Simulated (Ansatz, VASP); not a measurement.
**Two plane-wave programs on S**

```
S
1.0
     2.35726    0.00000    0.00000
     0.00000    2.35726    0.00000
     0.00000    0.00000    2.35726
S
1
Direct
  0.00000 0.00000 0.00000
```

Change from the starting cell: volume scaled by 0.8, PAW files.

Alike in both runs: task single point; functional PBEsol; k mesh 16 × 16 × 16; occupations fermi-dirac, width 0.05 eV; no spin polarisation.

|  | VASP | Ansatz |
| --- | --- | --- |
| version | VASP 6.6.1 | Ansatz 0.2.0 |
| potentials or method | VASP PAW PBE potentials, release 64 (S) | PAW with Ansatz's default frozen-core files, scalar-relativistic |
| plane-wave cutoff (eV) | 520 | 420 |
| valence electrons in the cell | 6 | 6 |

VASP gave:

```
pressure (GPa) : 33.7
```

Which values does Ansatz return?

Pressure (GPa): 33.4.

VASP's potentials were made for PBE, not for PBEsol. Both programs put the cell under a high pressure, so it lies far from rest at this level.
